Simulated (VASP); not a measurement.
LaAgS2:

```
Ag La S
1.0
     2.13551    1.23294    5.92117
    -2.13551    1.23294    5.92117
     0.00000   -2.46587    5.92117
Ag La S
1 1 2
Direct
  0.00000 0.00000 0.00000
  0.50000 0.50000 0.50000
  0.25141 0.25141 0.25141
  0.74859 0.74859 0.74859
```

* Program: VASP 6.6.1
* Task: relaxation of cell and atoms
* Functional: PBEsol
* Potentials or basis: VASP PAW PBE potentials, release 64 (Ag, La, S)
* Cutoff: 600 eV
* k mesh: 6 × 6 × 6
* Occupations: fermi-dirac, width 0.02 eV
* Spin: no spin polarisation

At the start: pressure -3.7 GPa; volume 23.39 Å³/atom.

Q: Where does the relaxation end?

A: Over 10 steps the energy falls by 18.3 meV/atom and the volume is 21.89 Å³/atom (-6.4 %); space group R-3m (No. 166, to 0.05 Å).

Step by step:
```csv
step,energy change (eV),largest force (eV/Å),pressure (GPa),volume (Å³)
1,0.0000,0.0320,-3.66,93.54
2,-0.0429,0.3362,2.14,86.49
3,-0.0575,0.2324,0.00,88.75
4,-0.0642,0.1675,0.01,88.44
5,-0.0727,0.0268,0.11,87.49
6,-0.0730,0.0259,-0.17,87.76
7,-0.0730,0.0249,-0.16,87.74
8,-0.0732,0.0057,-0.04,87.62
9,-0.0733,0.0062,0.00,87.56
10,-0.0733,0.0044,-0.01,87.56
```

Final structure:
```
Ag La S
1.0
     2.11278    1.21981    5.66254
    -2.11278    1.21981    5.66254
     0.00000   -2.43963    5.66254
Ag La S
1 1 2
Direct
  0.00000 0.00000 0.00000
  0.50000 0.50000 0.50000
  0.25362 0.25362 0.25362
  0.74638 0.74638 0.74638
```

Caveat: the PAW data sets were made with another functional, which shifts forces and pressure a little.
